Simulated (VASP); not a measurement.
# Al2Cu (vib) (P4/mmm) in VASP: notebook

Runs on Al2Cu (vib). Level: LDA. Tasks: single point.

Program: VASP 6.6.1. These are calculated values, not measurements. Logs are shortened: lines on timing, memory, paths and dates and some standing lists are left out, and cuts for length are marked.

**1. The cell of the first run**

The structure is tetragonal, space group P4/mmm (No. 123). The conventional cell has a = 4.105 Å, b = 4.105 Å, c = 2.891 Å, α = 90.00°, β = 90.00°, γ = 90.00°. Within 3.3 Å of Al (site symmetry mmm) lie 4 Cu at 2.51 Å and 6 Al at 2.89 to 2.90 Å. Within 3.3 Å of Cu (site symmetry 4/mmm) lie 8 Al at 2.51 Å and 2 Cu at 2.89 Å.

**2. Single point, LDA**

INCAR

```
SYSTEM = Al2Cu
PREC     = Accurate       ! precision mode
ENCUT    = 520            ! plane-wave cutoff, eV
EDIFF    = 1E-6           ! SCF threshold, eV
ISMEAR   = 0              ! smearing method
SIGMA    = 0.1            ! smearing width, eV
LREAL    = .FALSE.        ! projectors in reciprocal space
LASPH    = .TRUE.         ! aspherical terms in the spheres
NELM     = 80             ! most SCF steps
ALGO     = Normal         ! electronic algorithm
ISIF     = 2              ! what is computed and relaxed
LWAVE    = .FALSE.        ! write WAVECAR
LCHARG   = .FALSE.        ! write CHGCAR
NBANDS   = 16             ! bands
```

KPOINTS

```
regular mesh
0
G
  4 4 6
  0 0 0
```

POSCAR

```
Al2Cu
1.0
    4.1051820000      0.0000000000      0.0000000000
    0.0000000000      4.1051820000      0.0000000000
    0.0000000000      0.0000000000      2.8913130000
Al Cu
2 1
Direct
    0.5000000000      0.0000000000      0.5000000000
    0.0000000000      0.5000000000      0.5000000000
    0.0000000000      0.0000000000      0.0000000000
```

Potentials or basis: VASP PAW LDA potentials, release 64 (Al, Cu).

On the command line:

```
$ cat potpaw_LDA.64/Al/POTCAR potpaw_LDA.64/Cu/POTCAR > POTCAR
$ mpirun -np 1 vasp_std > vasp.out
```

OUTCAR:

```text
SYSTEM = Al2Cu
   PREC = Accurate
   ENCUT = 520
   EDIFF = 1E-6
   ISMEAR = 0
   LREAL = .FALSE.
   LASPH = .TRUE.
   NELM = 80
   ISIF = 2

 ion  position               nearest neighbor table
   1  0.500  0.000  0.500-   3 2.51   3 2.51   3 2.51   3 2.51   2 2.90   2 2.90   2 2.90   2 2.90

   2  0.000  0.500  0.500-   3 2.51   3 2.51   3 2.51   3 2.51   1 2.90   1 2.90   1 2.90   1 2.90

   3  0.000  0.000  0.000-   1 2.51   2 2.51   1 2.51   2 2.51   2 2.51   2 2.51   1 2.51   1 2.51

  LATTYP: Found a simple tetragonal cell.
 ALAT       =     4.1051820000
 C/A-ratio  =     0.7043081159

  Lattice vectors:

 A1 = (   4.1051820000,   0.0000000000,   0.0000000000)
 A2 = (   0.0000000000,   4.1051820000,   0.0000000000)
 A3 = (   0.0000000000,   0.0000000000,   2.8913130000)

Analysis of symmetry for initial positions (statically):
=====================================================================
 Subroutine PRICEL returns:
 Original cell was already a primitive cell.

 Routine SETGRP: Setting up the symmetry group for a
 simple tetragonal supercell.

 Subroutine GETGRP returns: Found 16 space group operations
 (whereof 16 operations were pure point group operations)
 out of a pool of 16 trial point group operations.

The static configuration has the point symmetry D_4h.

Analysis of symmetry for dynamics (positions and initial velocities):
=====================================================================
 Subroutine PRICEL returns:
 Original cell was already a primitive cell.

 Routine SETGRP: Setting up the symmetry group for a
 simple tetragonal supercell.

 Subroutine GETGRP returns: Found 16 space group operations
 (whereof 16 operations were pure point group operations)
 out of a pool of 16 trial point group operations.

The dynamic configuration has the point symmetry D_4h.

 Subroutine INISYM returns: Found 16 space group operations
 (whereof 16 operations are pure point group operations),
 and found     1 'primitive' translations

----------------------------------------------------------------------------------------

                                     Primitive cell

  volume of cell :      48.7259

  direct lattice vectors                    reciprocal lattice vectors
     4.105182000  0.000000000  0.000000000     0.243594559  0.000000000  0.000000000
     0.000000000  4.105182000  0.000000000     0.000000000  0.243594559  0.000000000
     0.000000000  0.000000000  2.891313000     0.000000000  0.000000000  0.345863627

  length of vectors
     4.105182000  4.105182000  2.891313000     0.243594559  0.243594559  0.345863627

  position of ions in fractional coordinates (direct lattice)
     0.500000000  0.000000000  0.500000000
     0.000000000  0.500000000  0.500000000
     0.000000000  0.000000000  0.000000000

  ion indices of the primitive-cell ions
   primitive index   ion index
                 1           1
                 2           2
                 3           3

----------------------------------------------------------------------------------------

 KPOINTS: regular mesh

Automatic generation of k-mesh.
 Grid dimensions read from file:
 generate k-points for:    4    4    6

 Generating k-lattice:

  Cartesian coordinates                     Fractional coordinates (reciprocal lattice)
     0.060898640  0.000000000  0.000000000     0.250000000  0.000000000  0.000000000
     0.000000000  0.060898640  0.000000000     0.000000000  0.250000000  0.000000000
     0.000000000  0.000000000  0.057643938     0.000000000  0.000000000  0.166666667

  Length of vectors
     0.060898640  0.060898640  0.057643938

  Shift w.r.t. Gamma in fractional coordinates (k-lattice)
     0.000000000  0.000000000  0.000000000

 Subroutine IBZKPT returns following result:
 ===========================================

 Found     24 irreducible k-points:

 Following reciprocal coordinates:
            Coordinates               Weight
  0.000000  0.000000  0.000000      1.000000
  0.250000  0.000000  0.000000      4.000000
  0.500000  0.000000  0.000000      2.000000
  0.250000  0.250000  0.000000      4.000000
  0.500000  0.250000  0.000000      4.000000
  0.500000  0.500000  0.000000      1.000000
[... 16 lines left out ...]
  0.500000  0.250000  0.500000      4.000000
  0.500000  0.500000  0.500000      1.000000
   k-points           NKPTS =     24   k-points in BZ     NKDIM =     24   number of bands    NBANDS=     16
   number of dos      NEDOS =    301   number of ions     NIONS =      3
   total plane-waves  NPLWV =  24576
   dimension x,y,z NGX =    32 NGY =   32 NGZ =   24
   dimension x,y,z NGXF=    64 NGYF=   64 NGZF=   48
   ions per type =               2   1
   NGX,Y,Z   is equivalent  to a cutoff of  12.96, 12.96, 13.80 a.u.
   NGXF,Y,Z  is equivalent  to a cutoff of  25.92, 25.92, 27.60 a.u.
 SYSTEM =  Al2Cu
   PREC   = accura    normal or accurate (medium, high low for compatibility)
   ISTART =      0    job   : 0-new  1-cont  2-samecut
   ICHARG =      2    charge: 1-file 2-atom 10-const
   ISPIN  =      1    spin polarized calculation?
   LNONCOLLINEAR =      F non collinear calculations
   LSORBIT =      F    spin-orbit coupling
   LASPH  =      T    aspherical Exc in radial PAW
   ENCUT  =  520.0 eV  38.22 Ry    6.18 a.u.   7.63  7.63  5.38*2*pi/ulx,y,z
   NELM   =     80;   NELMIN=  2; NELMDL= -5     # of ELM steps
   EDIFF  = 0.1E-05   stopping-criterion for ELM
   LREAL  =      F    real-space projection
   EDIFFG = 0.1E-04   stopping-criterion for IOM
   NSW    =      0    number of steps for IOM
   IBRION =     -1    ionic relax: 0-MD 1-quasi-New 2-CG
   NFREE  =      0    steps in history (QN), initial steepest desc. (CG)
   ISIF   =      2    stress and relaxation
   ISYM   =      2    0-nonsym 1-usesym 2-fastsym
   POTIM  = 0.5000    time-step for ionic-motion
   TEBEG  =    0.0;   TEEND  =   0.0 temperature during run
   PSTRESS=    0.0 pullay stress
   NELECT =      17.0000    total number of electrons
   NUPDOWN=      -1.0000    fix difference up-down
   EMIN   =  10.00;   EMAX   =-10.00  energy-range for DOS
   EFERMI =   0.00;   METHOD = LEGACY
   ISMEAR =     0;   SIGMA  =   0.10  broadening in eV -4-tet -1-fermi 0-gaus
   EFERMI_NEDOS =   21; number of points for ismear=-14 and -15
   IALGO  =     38    algorithm
   IMIX   =      4    mixing-type and parameters
     AMIX     =   0.40;   BMIX     =  1.00
     AMIX_MAG =   1.60;   BMIX_MAG =  1.00
  volume/ion in A,a.u.               =      16.24       109.61
  Fermi-wavevector in a.u.,A,eV,Ry     =   1.152492  2.177894 18.071765  1.328237
  Thomas-Fermi vector in A             =   2.289142
   LORBIT       =      0    0 simple, 1 ext, 2 COOP (PROOUT), +10 PAW based schemes
   GGA     = CA    functional components
   LHFCALC =     F    Hartree Fock is set to
   AEXX    =    0.0000 exact exchange contribution
   IVDW    =     0    specifies the selected vdW correction
   LEPSILON=     F    determine dielectric tensor
   LRPA    =     F    only Hartree local field effects (RPA)
 non-spin polarized calculation
 Gauss-broadening in eV      SIGMA  =   0.10
  energy-cutoff  :      520.00
  volume of cell :       48.73
 maximum number of plane-waves:      1339
 NGX is ok and might be reduce to    32
   NGX = 15   NGY = 15   NGZ = 11

 number of electron      16.9999979 magnetization

 Free energy of the ion-electron system (eV)
  ---------------------------------------------------
  ext. energy  EPLUGINS =         0.00000000
  ---------------------------------------------------
  free energy    TOTEN  =       -13.15939038 eV

  energy without entropy =      -13.15755765  energy(sigma->0) =      -13.15847402

 E-fermi :   6.8201     XC(G=0): -10.5839

 val. band max:        6.7878441546   @ k =   0.5000   0.5000   0.5000
 cond. band min:       7.0657809413   @ k =   0.0000   0.0000   0.1667
 fundamental gap:      0.2779367867
 Fermi energy:         6.8200753580

 k-point     1 :       0.0000    0.0000    0.0000
  band No.  band energies     occupation
      1      -3.5598      2.00000
      2       1.4638      2.00000
      3       1.9927      2.00000
      4       2.6229      2.00000
      5       2.8071      2.00000
      6       2.8071      2.00000
[... 8 lines left out ...]
     15      14.1110      0.00000
     16      19.1036      0.00000

 k-point     2 :       0.2500    0.0000    0.0000
  band No.  band energies     occupation
      1      -3.0456      2.00000
      2       0.9164      2.00000
      3       1.9122      2.00000
      4       2.5106      2.00000
      5       2.7908      2.00000
      6       2.8095      2.00000
[... 8 lines left out ...]
     15      17.6437      0.00000
     16      17.9290      0.00000

 k-point     3 :       0.5000    0.0000    0.0000
  band No.  band energies     occupation
      1      -2.0188      2.00000
      2      -0.6525      2.00000
      3       1.9163      2.00000
      4       2.4215      2.00000
      5       2.5509      2.00000
      6       2.7748      2.00000
[... 8 lines left out ...]
     15      16.1574      0.00000
     16      17.7773      0.00000

 k-point     4 :       0.2500    0.2500    0.0000
  band No.  band energies     occupation
      1      -2.5278      2.00000
      2       1.0263      2.00000
      3       1.5797      2.00000
      4       2.3260      2.00000
      5       2.7931      2.00000
      6       2.7945      2.00000
[... 8 lines left out ...]
     15      17.6445      0.00000
     16      18.0107      0.00000

 k-point     5 :       0.5000    0.2500    0.0000
  band No.  band energies     occupation
      1      -1.4708      2.00000
      2      -0.2440      2.00000
      3       1.7344      2.00000
      4       2.1801      2.00000
      5       2.5484      2.00000
      6       2.7783      2.00000
[... 8 lines left out ...]
     15      16.4239      0.00000
     16      17.9582      0.00000

 k-point     6 :       0.5000    0.5000    0.0000
  band No.  band energies     occupation
      1      -0.2066      2.00000
      2       0.4902      2.00000
      3       0.4902      2.00000
      4       1.5567      2.00000
      5       2.4934      2.00000
      6       2.6819      2.00000
[... 8 lines left out ...]
     15      16.9393      0.00000
     16      16.9393      0.00000
[... 267 lines left out ...]
 k-point    21 :       0.5000    0.0000    0.5000
  band No.  band energies     occupation
      1       1.0282      2.00000
      2       1.7639      2.00000
      3       1.9141      2.00000
      4       1.9698      2.00000
      5       2.7172      2.00000
      6       2.7410      2.00000
[... 8 lines left out ...]
     15      13.4261      0.00000
     16      13.6357      0.00000

 k-point    22 :       0.2500    0.2500    0.5000
  band No.  band energies     occupation
      1       0.9164      2.00000
      2       1.5940      2.00000
      3       1.7827      2.00000
      4       2.2811      2.00000
      5       2.3493      2.00000
      6       2.7017      2.00000
[... 8 lines left out ...]
     15      14.7698      0.00000
     16      14.9540      0.00000

 k-point    23 :       0.5000    0.2500    0.5000
  band No.  band energies     occupation
      1       1.1722      2.00000
      2       1.4708      2.00000
      3       2.1801      2.00000
      4       2.6310      2.00000
      5       2.7661      2.00000
      6       2.7912      2.00000
[... 8 lines left out ...]
     15      16.4607      0.00000
     16      16.7516      0.00000

 k-point    24 :       0.5000    0.5000    0.5000
  band No.  band energies     occupation
      1       1.3279      2.00000
      2       1.3279      2.00000
      3       2.5665      2.00000
      4       2.6054      2.00000
      5       2.9680      2.00000
      6       3.4977      2.00000
[... 8 lines left out ...]
     15      19.6729      0.00000
     16      21.1301      0.00000

------------------------ aborting loop because EDIFF is reached ----------------------------------------

  FORCE on cell =-STRESS in cart. coord.  units (eV):
  Direction    XX          YY          ZZ          XY          YZ          ZX
  --------------------------------------------------------------------------------------
  -------------------------------------------------------------------------------------
  Total       -1.8002769     -1.8002769     -0.9229008      0.0000000     -0.0000000      0.0000000
  in kB      -59.1956722    -59.1956722    -30.3462954      0.0000000     -0.0000000      0.0000000
  external PRESSURE =     -49.5792132 kB  Pullay stress =       0.0000000 kB

 VOLUME and BASIS-vectors are now :
 -----------------------------------------------------------------------------
  energy-cutoff  :      520.00
  volume of cell :       48.73
      direct lattice vectors                 reciprocal lattice vectors
     4.105182000  0.000000000  0.000000000     0.243594559  0.000000000  0.000000000
     0.000000000  4.105182000  0.000000000     0.000000000  0.243594559  0.000000000
     0.000000000  0.000000000  2.891313000     0.000000000  0.000000000  0.345863627

 POSITION                                       TOTAL-FORCE (eV/Angst)
 -----------------------------------------------------------------------------------
      2.05259      0.00000      1.44566         0.000000      0.000000      0.000000
      0.00000      2.05259      1.44566         0.000000      0.000000      0.000000
      0.00000      0.00000      0.00000         0.000000      0.000000      0.000000
 -----------------------------------------------------------------------------------
    total drift:                                0.000000      0.000000      0.000000

  FREE ENERGIE OF THE ION-ELECTRON SYSTEM (eV)
  ---------------------------------------------------
  free  energy   TOTEN  =       -13.1593903842 eV

  energy  without entropy=      -13.1575576463  energy(sigma->0) =      -13.15847402
```

It used 22 s of CPU time on 1 thread of AMD EPYC 7R13 Processor (Zen 3), on a shared host.

What came out:

| Quantity | Value |
| --- | --- |
| Free energy | -13.1594 eV |
| Pressure | -5.0 GPa |

Stress tensor (GPa, compression positive):
```
-5.92  0.00  0.00
 0.00 -5.92  0.00
 0.00  0.00 -3.03
```

Caveat: the k points lie up to 0.38 Å⁻¹ apart.

**3. Single point, LDA**

This run uses another cell than the first one, of 15.38 Å³/atom, 0.947 times its volume.

INCAR

```
SYSTEM = Al2Cu
  PREC = Accurate
  ENCUT = 520
  EDIFF = 1E-7
  ISMEAR = 0
  SIGMA = 0.1
  LREAL = .False.
  LASPH = .True.
  NELM = 100
  ALGO = Normal
  ISIF = 2
  LWAVE = .False.
  LCHARG = .True.
  GGA = CA
  LELF = .True.
  LVHAR = .True.
  NBANDS = 16
```

KPOINTS

```
Automatic mesh
0
Gamma
  8 8 12
  0 0 0
```

POSCAR

```
Al2Cu
1.0
    4.0511000446      0.0000000000      0.0000000000
    0.0000000000      4.0511000446      0.0000000000
    0.0000000000      0.0000000000      2.8119258758
Al Cu
2 1
Direct
    0.5000000000      0.0000000000      0.5000000000
    0.0000000000      0.5000000000      0.5000000000
    0.0000000000      0.0000000000      0.0000000000
```

Potentials or basis: VASP PAW LDA potentials, release 64 (Al, Cu).

On the command line:

```
$ cat potpaw_LDA.64/Al/POTCAR potpaw_LDA.64/Cu/POTCAR > POTCAR
$ mpirun -np 1 vasp_std > vasp.out
```

Run time: 1.9 min. Hardware: 1 thread of AMD EPYC 7R13 (Zen 3), shared host; peak memory 0.16 GiB.

The run converged. Its results:

* Free energy: -13.2339 eV
* Pressure: 0.3 GPa

Levels at points of the mesh, in eV from the Fermi level:
| k point | band 6 | band 7 | band 8 | band 9 | band 10 | band 11 | band 12 | band 13 |
| --- | --- | --- | --- | --- | --- | --- | --- | --- |
| (0.00, 0.00, 0.00) | -4.31 | -2.56 | -2.56 | -0.11 | 0.79 | 6.18 | 6.18 | 6.48 |
| (0.50, 0.00, 0.00) | -4.34 | -4.30 | -1.23 | 1.52 | 1.66 | 1.91 | 7.88 | 8.41 |
| (0.50, 0.50, 0.00) | -4.50 | -4.33 | -4.33 | -2.57 | 8.63 | 8.63 | 9.77 | 10.06 |
| (0.00, 0.00, 0.50) | -4.34 | -3.13 | 2.52 | 2.68 | 2.68 | 2.70 | 2.70 | 3.16 |
| (0.50, 0.00, 0.50) | -4.41 | -3.21 | -2.55 | -1.69 | 3.76 | 3.97 | 4.56 | 5.16 |
| (0.50, 0.50, 0.50) | -3.59 | -2.39 | -2.39 | -0.87 | -0.87 | 0.07 | 0.07 | 2.39 |
